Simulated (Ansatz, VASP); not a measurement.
# Two plane-wave programs on NaF

```
Na F
1.0
     0.00000    2.25360    2.32330
     2.25360    0.00000    2.32330
     2.25360    2.25360    0.00000
Na F
1 1
Direct
  0.00000 0.00000 0.00000
  0.50000 0.50000 0.50000
```

Change from the starting cell: strain -0.030 along x and y, +0.000 along z, atoms carried along.

Alike in both runs: task single point; functional PBEsol; k mesh 8 × 8 × 8; occupations gaussian, width 0.05 eV; no spin polarisation.

|  | VASP | Ansatz |
| --- | --- | --- |
| version | VASP 6.6.1 | Ansatz 0.2.0 |
| potentials or method | VASP PAW PBE potentials, release 64 (Na_pv, F), cutoff 520 eV | scalar-relativistic, plane waves, PAW |
| valence electrons in the cell | 14 | 16 |

```tsv
	VASP	Ansatz	Ansatz less VASP
gap on the k mesh at the Fermi level (eV)	6.44	6.46	+0.022
least direct gap on the mesh (eV)	6.44	6.46	+0.022
pressure (GPa)	2.8	2.8	+0.01
traceless stress, the component that is largest in VASP (GPa)	-2.09	-2.00	+0.090
```

VASP's potentials were made for PBE, not for PBEsol. The functional is the same, so the differences come from potentials, cutoffs and numerics. VASP's potentials hold 14 valence electrons a cell and Ansatz's 16, so a difference there can come from the potentials and not from the codes.
